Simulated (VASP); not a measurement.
Write the native input for VASP 6.6.1 that does the following.

* Task: single point
* Functional: LDA
* Potentials or basis: VASP PAW LDA potentials, release 64 (Si, Ge_d)
* Cutoff: 520 eV
* k mesh: 2 × 2 × 2
* Occupations: fermi-dirac, width 0.05 eV
* Spin: no spin polarisation
* Dipole correction: no
* Further INCAR settings: LREAL = Auto; ALGO = Normal; EDIFF = 1e-06; NBANDS = 53

The structure of Si16Ge (a cell with a defect) lies in POSCAR:

```
Si16Ge
1.0
    0.0000000000      5.4300000000      5.4300000000
    5.4300000000      0.0000000000      5.4300000000
    5.4300000000      5.4300000000      0.0000000000
Si Ge
16 1
Direct
    0.0008756091      0.0006230044     -0.0019773033
    0.1209616096      0.1206691297      0.1291743286
    0.0008835686      0.0006307213      0.5004576963
    0.1250988356      0.1250056003      0.6249424885
   -0.0096673062      0.5032628353      0.0031980527
    0.1209374707      0.6293506561      0.1292266508
    0.0009237586      0.4980539118      0.5004967973
    0.1209322978      0.6293608474      0.6204493972
    0.5035738075     -0.0104990876      0.0034620102
    0.6296161388      0.1206183911      0.1293068648
    0.4981030167      0.0007392515      0.5005643339
    0.6296258929      0.1206135889      0.6204232349
    0.5036952623      0.5036415205      0.0036471546
    0.6259767234      0.6250670081      0.1244248989
    0.5037220412      0.5036754125      0.4889202004
    0.6296728633      0.6294880217      0.6204042563
    0.3763866102      0.3751319872      0.8741570380
```

The input as run:

INCAR

```
SYSTEM = Si16Ge
  PREC = Accurate
  ENCUT = 520
  EDIFF = 1E-6
  ISMEAR = -1
  SIGMA = 0.05
  LREAL = Auto
  LASPH = .True.
  NELM = 60
  ALGO = Normal
  ISIF = 2
  LWAVE = .False.
  LCHARG = .False.
  NBANDS = 53
```

KPOINTS

```
Automatic mesh
0
Gamma
  2 2 2
  0 0 0
```

Potentials or basis: VASP PAW LDA potentials, release 64 (Si, Ge_d).

The run is started by

```bash
$ cat potpaw_LDA.64/Si/POTCAR potpaw_LDA.64/Ge_d/POTCAR > POTCAR
$ mpirun -np 1 vasp_std > vasp.out
```

Results of the run:

* Pressure: 3.0 GPa
* Largest force: 0.020 eV/Å
* Band gap on the k mesh: zero (bands 39 and 40 overlap by 0.30 eV)

Caveat: the k points lie up to 0.50 Å⁻¹ apart.

Wall time 2.4 min on 1 thread of AMD EPYC 9R45 96-Core Processor (Zen 5), on a shared host, peak memory 0.37 GiB.
